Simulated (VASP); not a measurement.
# ZnRuC4N4 (P-43m) in VASP: single point with PBE

Aim: the single point of ZnRuC4N4 with PBE.

Everything below comes from runs of VASP 6.6.1. Logs are shortened: lines on timing, memory, paths and dates and some standing lists are left out, and cuts for length are marked.

### 1 The cell of the first run

Symmetry: P-43m, No. 215, cubic system. The conventional cell has a = 5.857 Å, b = 5.857 Å, c = 5.857 Å, α = 90.00°, β = 90.00°, γ = 90.00°. Within 2.5 Å of Zn (site symmetry -43m) lie 4 C at 1.92 Å. Within 2.6 Å of Ru (site symmetry -43m) lie 4 N at 1.99 Å. C (site symmetry 3m) has 1 N at 1.17 Å within 1.6 Å. Within 1.6 Å of N (site symmetry 3m) lie 1 C at 1.17 Å.

### 2 Single point, PBE, collinear spin, ferromagnetic start

Contents of INCAR:

```
ALGO     = Normal         # electronic algorithm
EDIFF    = 1E-6           # SCF threshold, eV
ENCUT    = 700            # plane-wave cutoff, eV
GGA      = PE             # functional
GGA_COMPAT= False        
ISIF     = 2              # what is computed and relaxed
ISMEAR   = 0              # smearing method
ISPIN    = 2              # spin polarisation
LASPH    = True           # aspherical terms in the spheres
LCHARG   = False          # write CHGCAR
LMAXMIX  = 4              # l up to which the mixer works
LORBIT   = 11             # projections on sites
LREAL    = False          # projectors in reciprocal space
LWAVE    = False          # write WAVECAR
MAGMOM   = 0 1 0 0 0 0 0 0 0 0 # initial moments
NBANDS   = 47             # bands
NELM     = 200            # most SCF steps
PREC     = Accurate       # precision mode
SIGMA    = 0.1            # smearing width, eV
```

Contents of KPOINTS:

```
k-points
0
Gamma
  4 4 4
```

Contents of POSCAR:

```
ZnRuC4N4
1.0
    5.8566411300      0.0000000000      0.0000000000
    0.0000000000      5.8566411300      0.0000000000
    0.0000000000      0.0000000000      5.8566411300
Zn Ru C N
1 1 4 4
Direct
    0.0000000000      0.0000000000      0.0000000000
    0.5000000000      0.5000000000      0.5000000000
    0.1889787100      0.1889787100      0.1889787100
    0.1889787100      0.8110212900      0.8110212900
    0.8110212900      0.1889787100      0.8110212900
    0.8110212900      0.8110212900      0.1889787100
    0.3043178200      0.3043178200      0.3043178200
    0.3043178200      0.6956821800      0.6956821800
    0.6956821800      0.3043178200      0.6956821800
    0.6956821800      0.6956821800      0.3043178200
```

Potentials or basis: VASP PAW PBE potentials, release 64 (Zn, Ru_sv, C, N).

On the command line:

```sh
> cat potpaw_PBE.64/Zn/POTCAR potpaw_PBE.64/Ru_sv/POTCAR potpaw_PBE.64/C/POTCAR potpaw_PBE.64/N/POTCAR > POTCAR
> mpirun -np 1 vasp_std > vasp.out
```

OUTCAR:

```text
EDIFF = 1E-6
   ENCUT = 700
   GGA = PE
   ISIF = 2
   ISMEAR = 0
   ISPIN = 2
   LASPH = True
   LORBIT = 11
   LREAL = False
   NELM = 200
   PREC = Accurate

 ion  position               nearest neighbor table
   1  0.000  0.000  0.000-   3 1.92   4 1.92   5 1.92   6 1.92
   2  0.500  0.500  0.500-   7 1.99   8 1.99   9 1.99  10 1.99
   3  0.189  0.189  0.189-   7 1.17   1 1.92
   4  0.189  0.811  0.811-   8 1.17   1 1.92
   5  0.811  0.189  0.811-   9 1.17   1 1.92
   6  0.811  0.811  0.189-  10 1.17   1 1.92
   7  0.304  0.304  0.304-   3 1.17   2 1.99
   8  0.304  0.696  0.696-   4 1.17   2 1.99
   9  0.696  0.304  0.696-   5 1.17   2 1.99
  10  0.696  0.696  0.304-   6 1.17   2 1.99

  LATTYP: Found a simple cubic cell.
 ALAT       =     5.8566411300

  Lattice vectors:

 A1 = (   5.8566411300,   0.0000000000,   0.0000000000)
 A2 = (   0.0000000000,   5.8566411300,   0.0000000000)
 A3 = (   0.0000000000,   0.0000000000,   5.8566411300)

Analysis of symmetry for initial positions (statically):
=====================================================================
 Subroutine PRICEL returns:
 Original cell was already a primitive cell.

 Routine SETGRP: Setting up the symmetry group for a
 simple cubic supercell.

 Subroutine GETGRP returns: Found 24 space group operations
 (whereof 24 operations were pure point group operations)
 out of a pool of 48 trial point group operations.

The static configuration has the point symmetry T_d .

Analysis of symmetry for dynamics (positions and initial velocities):
=====================================================================
 Subroutine PRICEL returns:
 Original cell was already a primitive cell.

 Routine SETGRP: Setting up the symmetry group for a
 simple cubic supercell.

 Subroutine GETGRP returns: Found 24 space group operations
 (whereof 24 operations were pure point group operations)
 out of a pool of 48 trial point group operations.

The dynamic configuration has the point symmetry T_d .

Analysis of structural, dynamic, and magnetic symmetry:
=====================================================================
 Subroutine PRICEL returns:
 Original cell was already a primitive cell.

 Routine SETGRP: Setting up the symmetry group for a
 simple cubic supercell.

 Subroutine GETGRP returns: Found 24 space group operations
 (whereof 24 operations were pure point group operations)
 out of a pool of 48 trial point group operations.

The overall configuration has the point symmetry T_d .

 Subroutine INISYM returns: Found 24 space group operations
 (whereof 24 operations are pure point group operations),
 and found     1 'primitive' translations

----------------------------------------------------------------------------------------

                                     Primitive cell

  volume of cell :     200.8842

  direct lattice vectors                    reciprocal lattice vectors
     5.856641130  0.000000000  0.000000000     0.170746334  0.000000000  0.000000000
     0.000000000  5.856641130  0.000000000     0.000000000  0.170746334  0.000000000
     0.000000000  0.000000000  5.856641130     0.000000000  0.000000000  0.170746334

  length of vectors
     5.856641130  5.856641130  5.856641130     0.170746334  0.170746334  0.170746334

  position of ions in fractional coordinates (direct lattice)
     0.000000000  0.000000000  0.000000000
     0.500000000  0.500000000  0.500000000
     0.188978710  0.188978710  0.188978710
     0.188978710  0.811021290  0.811021290
     0.811021290  0.188978710  0.811021290
     0.811021290  0.811021290  0.188978710
     0.304317820  0.304317820  0.304317820
     0.304317820  0.695682180  0.695682180
     0.695682180  0.304317820  0.695682180
     0.695682180  0.695682180  0.304317820

  ion indices of the primitive-cell ions
   primitive index   ion index
                 1           1
                 2           2
                 3           3
                 4           4
[... 50 lines left out ...]
   ions per type =               1   1   4   4
   NGX,Y,Z   is equivalent  to a cutoff of  15.33, 15.33, 15.33 a.u.
   NGXF,Y,Z  is equivalent  to a cutoff of  30.66, 30.66, 30.66 a.u.
 SYSTEM =  unknown system
   PREC   = accura    normal or accurate (medium, high low for compatibility)
   ISTART =      0    job   : 0-new  1-cont  2-samecut
   ICHARG =      2    charge: 1-file 2-atom 10-const
   ISPIN  =      2    spin polarized calculation?
   LNONCOLLINEAR =      F non collinear calculations
   LSORBIT =      F    spin-orbit coupling
   LASPH  =      T    aspherical Exc in radial PAW
   ENCUT  =  700.0 eV  51.45 Ry    7.17 a.u.  12.63 12.63 12.63*2*pi/ulx,y,z
   NELM   =    200;   NELMIN=  2; NELMDL= -5     # of ELM steps
   EDIFF  = 0.1E-05   stopping-criterion for ELM
   LREAL  =      F    real-space projection
   EDIFFG = 0.1E-04   stopping-criterion for IOM
   NSW    =      0    number of steps for IOM
   IBRION =     -1    ionic relax: 0-MD 1-quasi-New 2-CG
   NFREE  =      0    steps in history (QN), initial steepest desc. (CG)
   ISIF   =      2    stress and relaxation
   ISYM   =      2    0-nonsym 1-usesym 2-fastsym
   POTIM  = 0.5000    time-step for ionic-motion
   TEBEG  =    0.0;   TEEND  =   0.0 temperature during run
   PSTRESS=    0.0 pullay stress
   NELECT =      64.0000    total number of electrons
   NUPDOWN=      -1.0000    fix difference up-down
   EMIN   =  10.00;   EMAX   =-10.00  energy-range for DOS
   EFERMI =   0.00;   METHOD = LEGACY
   ISMEAR =     0;   SIGMA  =   0.10  broadening in eV -4-tet -1-fermi 0-gaus
   EFERMI_NEDOS =   21; number of points for ismear=-14 and -15
   IALGO  =     38    algorithm
   IMIX   =      4    mixing-type and parameters
     AMIX     =   0.40;   BMIX     =  1.00
     AMIX_MAG =   1.60;   BMIX_MAG =  1.00
  volume/ion in A,a.u.               =      20.09       135.56
  Fermi-wavevector in a.u.,A,eV,Ry     =   1.118114  2.112930 17.009727  1.250180
  Thomas-Fermi vector in A             =   2.254743
   LORBIT       =     11    0 simple, 1 ext, 2 COOP (PROOUT), +10 PAW based schemes
   GGA     = PE    functional components
   LHFCALC =     F    Hartree Fock is set to
   AEXX    =    0.0000 exact exchange contribution
   IVDW    =     0    specifies the selected vdW correction
   LEPSILON=     F    determine dielectric tensor
   LRPA    =     F    only Hartree local field effects (RPA)
 spin polarized calculation
 Gauss-broadening in eV      SIGMA  =   0.10
  energy-cutoff  :      700.00
  volume of cell :      200.88
 maximum number of plane-waves:      8480
 NGX is ok and might be reduce to    54
   NGX = 25   NGY = 25   NGZ = 25

 number of electron      63.9999992 magnetization       1.9999757

 Free energy of the ion-electron system (eV)
  ---------------------------------------------------
  ext. energy  EPLUGINS =         0.00000000
  ---------------------------------------------------
  free energy    TOTEN  =       -74.38300842 eV

  energy without entropy =      -74.33137856  energy(sigma->0) =      -74.35719349

 E-fermi :  -0.2386     XC(G=0):  -7.3743

 val. band max:       -0.2521880033   @ k =   0.2500   0.2500   0.2500
 cond. band min:      -0.2157343893   @ k =   0.5000   0.2500   0.2500
 fundamental gap:      0.0364536140
 Fermi energy:        -0.2385987966

 spin component 1

 k-point     1 :       0.0000    0.0000    0.0000
  band No.  band energies     occupation
      1     -73.7235      1.00000
      2     -43.7687      1.00000
      3     -43.7687      1.00000
      4     -43.7687      1.00000
      5     -18.5041      1.00000
      6     -18.3766      1.00000
[... 459 lines left out ...]
     43       6.6457      0.00000
     44       6.8453      0.00000
 Fermi energy:        -0.2385987966

 spin component 2

 k-point     1 :       0.0000    0.0000    0.0000
  band No.  band energies     occupation
      1     -72.6881      1.00000
      2     -42.6787      1.00000
      3     -42.6787      1.00000
      4     -42.6786      1.00000
      5     -18.4398      1.00000
      6     -18.3121      1.00000
[... 459 lines left out ...]
     43       6.9234      0.00000
     44       6.9234      0.00000
 [bands above 44 left out]

------------------------ aborting loop because EDIFF is reached ----------------------------------------

  FORCE on cell =-STRESS in cart. coord.  units (eV):
  Direction    XX          YY          ZZ          XY          YZ          ZX
  --------------------------------------------------------------------------------------
  -------------------------------------------------------------------------------------
  Total        3.8336777      3.8336777      3.8336777     -0.0000000      0.0000000     -0.0000000
  in kB       30.5759767     30.5759767     30.5759767     -0.0000000      0.0000000     -0.0000000
  external PRESSURE =      30.5759767 kB  Pullay stress =       0.0000000 kB

 VOLUME and BASIS-vectors are now :
 -----------------------------------------------------------------------------
  energy-cutoff  :      700.00
  volume of cell :      200.88
      direct lattice vectors                 reciprocal lattice vectors
     5.856641130  0.000000000  0.000000000     0.170746334  0.000000000  0.000000000
     0.000000000  5.856641130  0.000000000     0.000000000  0.170746334  0.000000000
     0.000000000  0.000000000  5.856641130     0.000000000  0.000000000  0.170746334

 POSITION                                       TOTAL-FORCE (eV/Angst)
 -----------------------------------------------------------------------------------
      0.00000      0.00000      0.00000        -0.000000     -0.000000     -0.000000
      2.92832      2.92832      2.92832        -0.000000     -0.000000     -0.000000
      1.10678      1.10678      1.10678         0.263289      0.263289      0.263289
      1.10678      4.74986      4.74986         0.263289     -0.263289     -0.263289
      4.74986      1.10678      4.74986        -0.263289      0.263289     -0.263289
      4.74986      4.74986      1.10678        -0.263289     -0.263289      0.263289
      1.78228      1.78228      1.78228         0.352029      0.352029      0.352029
      1.78228      4.07436      4.07436         0.352029     -0.352029     -0.352029
      4.07436      1.78228      4.07436        -0.352029      0.352029     -0.352029
      4.07436      4.07436      1.78228        -0.352029     -0.352029      0.352029
 -----------------------------------------------------------------------------------
    total drift:                               -0.000000     -0.000000      0.000000

  FREE ENERGIE OF THE ION-ELECTRON SYSTEM (eV)
  ---------------------------------------------------
  free  energy   TOTEN  =       -74.3830084239 eV

  energy  without entropy=      -74.3313785580  energy(sigma->0) =      -74.35719349

 total charge

# of ion       s       p       d       tot
------------------------------------------
    1        0.586   0.831   9.788  11.205
    2        2.155   6.091   5.267  13.514
    3        0.961   1.630   0.000   2.591
    4        0.961   1.630   0.000   2.591
    5        0.961   1.630   0.000   2.591
    6        0.961   1.630   0.000   2.591
    7        1.292   2.586   0.000   3.879
    8        1.292   2.586   0.000   3.879
    9        1.292   2.586   0.000   3.879
   10        1.292   2.586   0.000   3.879
--------------------------------------------------
tot         11.753  23.788  15.056  50.596

 magnetization (x)

# of ion       s       p       d       tot
------------------------------------------
    1        0.000  -0.001   0.007   0.007
    2        0.006   0.043   1.202   1.252
    3        0.007   0.042   0.000   0.049
    4        0.007   0.042   0.000   0.049
    5        0.007   0.042   0.000   0.049
    6        0.007   0.042   0.000   0.049
    7        0.009   0.004   0.000   0.013
    8        0.009   0.004   0.000   0.013
    9        0.009   0.004   0.000   0.013
   10        0.009   0.004   0.000   0.013
--------------------------------------------------
tot          0.067   0.228   1.210   1.505
```

It took 7.2 min on 1 thread of Intel Xeon Platinum 8259CL at 2.50GHz (Skylake/Cascade Lake), shared host; peak memory 0.65 GiB.

What came out:

```
Free energy                                           : -74.3830 eV
Pressure                                              : 3.1 GPa
Largest force                                         : 0.610 eV/Å
Band gap on the k mesh                                : zero (filled and empty bands overlap)
Net moment                                            : 2.00 μB per cell
Site moments                                          : Zn +0.01; Ru +1.25; C +0.05; N +0.01 μB
Valence electrons inside the program's atomic spheres : Zn 11.21; Ru 13.51; C 2.59; N 3.88
```

Forces in eV/Å, atoms in the order of the input:
```
Zn   0.000  0.000  0.000
Ru   0.000  0.000  0.000
C    0.263  0.263  0.263
C    0.263 -0.263 -0.263
C   -0.263  0.263 -0.263
C   -0.263 -0.263  0.263
N    0.352  0.352  0.352
N    0.352 -0.352 -0.352
N   -0.352  0.352 -0.352
N   -0.352 -0.352  0.352
```

Levels at points of the mesh, in eV from the Fermi level:
Spin up:
| k point | band 31 | band 32 | band 33 | band 34 | band 35 | band 36 | band 37 | band 38 |
| --- | --- | --- | --- | --- | --- | --- | --- | --- |
| (0.00, 0.00, 0.00) | -1.24 | -0.32 | -0.32 | -0.32 | 3.82 | 3.82 | 3.82 | 4.37 |
| (0.50, 0.00, 0.00) | -1.10 | -0.11 | 0.07 | 0.07 | 3.45 | 3.45 | 3.86 | 3.97 |
| (0.50, 0.50, 0.00) | -1.09 | -0.14 | 0.11 | 0.11 | 3.55 | 3.55 | 3.95 | 4.00 |
| (0.50, 0.50, 0.50) | -1.15 | -0.16 | -0.16 | -0.16 | 3.95 | 3.95 | 3.95 | 4.48 |
Spin down:
```csv
k point,band 28,band 29,band 30,band 31,band 32,band 33,band 34,band 35
"(0.00, 0.00, 0.00)",-3.15,-3.15,-0.77,-0.77,0.65,0.65,0.65,4.17
"(0.50, 0.00, 0.00)",-3.23,-3.23,-0.70,-0.62,0.93,1.07,1.07,3.62
"(0.50, 0.50, 0.00)",-3.20,-3.20,-0.69,-0.62,0.89,1.15,1.15,3.65
"(0.50, 0.50, 0.50)",-3.20,-3.20,-0.69,-0.69,0.88,0.88,0.88,4.19
```

Caveat: the cell stands under pressure.

The gap in the log of VASP goes by the Fermi energy; the results here count the filled bands.